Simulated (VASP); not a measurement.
Runs of VASP 6.6.1 on Mg2CdSe3. The structure is that of space group P3m1 (No. 156), or close to it. The cells are those of the table. 

| task | cell | k mesh | cutoff (eV) | smearing | gap on the mesh (eV) | pressure (GPa) | largest force (eV/Å) |
| --- | --- | --- | --- | --- | --- | --- | --- |
| relaxation of shape and atoms at fixed volume | relaxed from a = 4.248, b = 4.248, c = 10.376 Å, angles 90.0, 90.0, 120.0°, 6 atoms | 6 × 6 × 4 | 600 | gaussian 0.02 eV | 1.56 | 1.5 | - |
| single point | a = 4.428, b = 4.428, c = 10.825 Å, angles 90.0, 90.0, 120.0°, 6 atoms | 6 × 6 × 4 | 520 | gaussian 0.02 eV | (a) | -3.5 | 0.03 |
| single point | a = 4.333, b = 4.333, c = 10.588 Å, angles 90.0, 90.0, 120.0°, 6 atoms | 6 × 6 × 4 | 520 | gaussian 0.02 eV | 1.41 | -1.2 | 0.03 |
| single point | a = 4.204, b = 4.204, c = 10.264 Å, angles 90.0, 90.0, 120.0°, 6 atoms | 6 × 6 × 4 | 520 | gaussian 0.02 eV | 1.65 | 3.2 | 0.04 |
| single point | a = 4.160, b = 4.160, c = 10.150 Å, angles 90.0, 90.0, 120.0°, 6 atoms | 6 × 6 × 4 | 520 | gaussian 0.02 eV | 1.74 | 5.3 | 0.04 |
| single point | a = 4.248, b = 4.248, c = 10.375 Å, angles 90.0, 90.0, 120.0°, 6 atoms | 6 × 6 × 4 | 520 | gaussian 0.02 eV | 1.57 | 1.5 | 0.04 |
| single point | a = 4.291, b = 4.291, c = 10.482 Å, angles 90.0, 90.0, 120.0°, 6 atoms | 6 × 6 × 4 | 520 | gaussian 0.02 eV | 1.48 | 0.1 | 0.03 |
| single point | a = 4.291, b = 4.291, c = 10.482 Å, angles 90.0, 90.0, 120.0°, 6 atoms | 6 × 6 × 2 | 520 | gaussian 0.1 eV | 1.48 | 0.1 | 0.03 |
| relaxation of shape and atoms at fixed volume | relaxed from a = 4.333, b = 4.333, c = 10.585 Å, angles 90.0, 90.0, 120.0°, 6 atoms | 6 × 6 × 4 | 600 | gaussian 0.02 eV | (b) | -1.2 | 0.01 |
| single point | a = 4.115, b = 4.115, c = 10.032 Å, angles 90.0, 90.0, 120.0°, 6 atoms | 6 × 6 × 4 | 520 | gaussian 0.02 eV | 1.83 | 7.6 | 0.04 |
| relaxation of cell and atoms | relaxed from a = 4.291, b = 4.291, c = 10.482 Å, angles 90.0, 90.0, 120.0°, 6 atoms | 6 × 6 × 4 | 600 | gaussian 0.02 eV | 1.48 | 0.0 | 0.01 |

Alike in all rows: level PBE; potentials or basis VASP PAW PBE potentials, release 64 (Mg, Cd, Se); no spin polarisation.

Problem. Estimate the missing entries.

Solution. (a) 1.23; (b) 1.40.

A k mesh can miss the band edges, and the runs leave out spin-orbit coupling on Cd, Se.
